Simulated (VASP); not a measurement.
Here is a VASP 6.6.1 calculation.

The input INCAR:

```
ALGO = Normal ; EDIFF = 1E-6
ENCUT = 410 ; GGA = PS
GGA_COMPAT = False ; ISIF = 2
ISMEAR = -1 ; ISYM = 0
LASPH = True ; LCHARG = False
LREAL = Auto ; LWAVE = False
NBANDS = 202 ; NELM = 120
PREC = Accurate ; SIGMA = 0.05
```

KPOINTS

```
Automatic mesh
0
Gamma
  1 1 1
  0.25 0.25 0.25
```

Contents of POSCAR:

```
Cs8Sn7GeI24
1.0
   12.3144620000      0.0000000000      0.0000000000
    0.0000000000     12.3144620000      0.0000000000
    0.0000000000      0.0000000000     12.3144620000
Cs Ge Sn I
8 1 7 24
Direct
    0.9614890000      0.0161940000      0.9811160000
    0.9824470000      0.9636190000      0.4754460000
    0.9805450000      0.5180830000      0.9903820000
    0.0064620000      0.5121120000      0.5118320000
    0.5294810000      0.9740970000      0.9714950000
    0.5257530000      0.9607890000      0.5019520000
    0.5285120000      0.5240410000      0.9641280000
    0.2917420000      0.2211750000      0.2312790000
    0.3867410000      0.3800280000      0.5188050000
    0.2464960000      0.2696100000      0.7789500000
    0.2449260000      0.7462810000      0.2529990000
    0.2532370000      0.7676630000      0.7548460000
    0.7689500000      0.2543210000      0.2567080000
    0.7504580000      0.2562620000      0.7442310000
    0.7475650000      0.7444130000      0.2427360000
    0.7547230000      0.7528830000      0.7399810000
    0.2641840000      0.3745960000      0.9939400000
    0.2205250000      0.2292420000      0.5195070000
    0.2558980000      0.7109340000      0.9979490000
    0.2503010000      0.8059640000      0.4993130000
    0.7076550000      0.2379410000      0.9887050000
    0.8457740000      0.2492320000      0.4906290000
    0.7597190000      0.7597660000      0.9911990000
    0.7541830000      0.7408860000      0.4919670000
    0.9945020000      0.2702420000      0.1827260000
    0.9950920000      0.2648910000      0.7910730000
    0.9979570000      0.6899730000      0.2582760000
    0.0042070000      0.7613680000      0.7447200000
    0.5322850000      0.2517760000      0.3929190000
    0.4933040000      0.2625190000      0.7314110000
    0.4976900000      0.7905560000      0.2336150000
    0.5044060000      0.7590420000      0.7480220000
    0.1618480000      0.9664950000      0.2112000000
    0.2526900000      0.0117840000      0.8175880000
    0.2961520000      0.4988150000      0.3465920000
    0.2543440000      0.5113580000      0.6967240000
    0.7667810000      0.0010880000      0.2471480000
    0.7527450000      0.0047940000      0.7297570000
    0.7209230000      0.5005930000      0.2204410000
    0.7610650000      0.5050220000      0.7474290000
```

Potentials or basis: VASP PAW PBE potentials, release 64 (Cs_sv, Ge_d, Sn_d, I).

Launch:

```sh
$ cat potpaw_PBE.64/Cs_sv/POTCAR potpaw_PBE.64/Ge_d/POTCAR potpaw_PBE.64/Sn_d/POTCAR potpaw_PBE.64/I/POTCAR > POTCAR
$ mpirun -np 1 vasp_std > vasp.out
```

Q: What does it give for the pressure?

A: 0.0 GPa.

Q: Predict the largest force.

A: 0.031 eV/Å.

Q: Predict the band gap on the k mesh.

A: 2.09 eV.

Forces in eV/Å, atoms in the order of the input:
```
Cs   0.000 -0.002  0.005
Cs   0.002  0.005  0.004
Cs   0.003  0.003  0.001
Cs   0.002 -0.003  0.005
Cs  -0.003  0.008  0.006
Cs   0.000  0.003  0.001
Cs  -0.001  0.003  0.004
Cs  -0.005 -0.011 -0.012
Ge   0.000  0.015 -0.009
Sn  -0.004  0.012  0.000
Sn   0.002 -0.015  0.000
Sn  -0.006 -0.007  0.005
Sn  -0.012 -0.021 -0.020
Sn  -0.001 -0.012  0.014
Sn  -0.003 -0.001  0.014
Sn   0.010  0.007 -0.003
I   -0.002  0.011 -0.011
I   -0.002 -0.004  0.010
I   -0.003  0.001 -0.013
I    0.004  0.017  0.013
I   -0.010  0.009 -0.002
I   -0.008  0.015  0.002
I    0.000  0.004  0.003
I   -0.004  0.006 -0.006
I    0.013  0.006  0.001
I    0.012 -0.009 -0.013
I    0.001  0.001 -0.008
I    0.001 -0.013 -0.005
I    0.009 -0.002 -0.001
I    0.020 -0.007  0.010
I    0.003  0.009 -0.008
I   -0.002  0.001 -0.007
I    0.002  0.002  0.000
I   -0.007 -0.001 -0.009
I    0.007 -0.013 -0.003
I    0.007 -0.002  0.021
I   -0.012  0.004 -0.001
I   -0.010 -0.006 -0.004
I    0.001 -0.018  0.009
I   -0.005  0.003  0.004
```

Caveat: the PAW data sets were made with another functional, which shifts forces and pressure a little; spin-orbit coupling is left out, which moves the levels of the heavy elements.
